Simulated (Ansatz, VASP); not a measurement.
## Two plane-wave programs on Si2W

```xyz
3
Lattice="-1.5961 1.5961 3.8887 1.5961 -1.5961 3.8887 1.5961 1.5961 -3.8887" Properties=species:S:1:pos:R:3 pbc="T T T"
W     0.0000    0.0000    0.0000
Si    0.0000    0.0000    5.1743
Si    0.0000    0.0000    2.6031
```

Alike in both runs: task single point; functional r2SCAN; k mesh 12 × 12 × 12; occupations fermi-dirac, width 0.05 eV; no spin polarisation.

|  | VASP | Ansatz |
| --- | --- | --- |
| version | VASP 6.6.1 | Ansatz 0.2.0 |
| potentials or method | VASP PAW PBE potentials, release 64 (W_sv, Si) | Ansatz PAW |
| plane-wave cutoff (eV) | 520 | 500 |
| valence electrons in the cell | 22 | 22 |

```tsv
	VASP	Ansatz	Ansatz less VASP
gap on the k mesh at the Fermi level (eV)	none	none	-
pressure (GPa)	4.0	3.7	-0.27
traceless stress, the component that is largest in VASP (GPa)	-0.47	-0.28	+0.187
rms of the force components (eV/Å)	0.024	0.019	-0.0042
```

VASP's potentials were made for PBE, not for r2SCAN. Atom by atom the forces differ by 0.004 eV/Å (rms over components). A gap of «none» marks a metal or a gap that the smearing closes. With one functional, cell and mesh, what is left measures potentials, basis and numerics.

Spin-orbit coupling is off throughout.
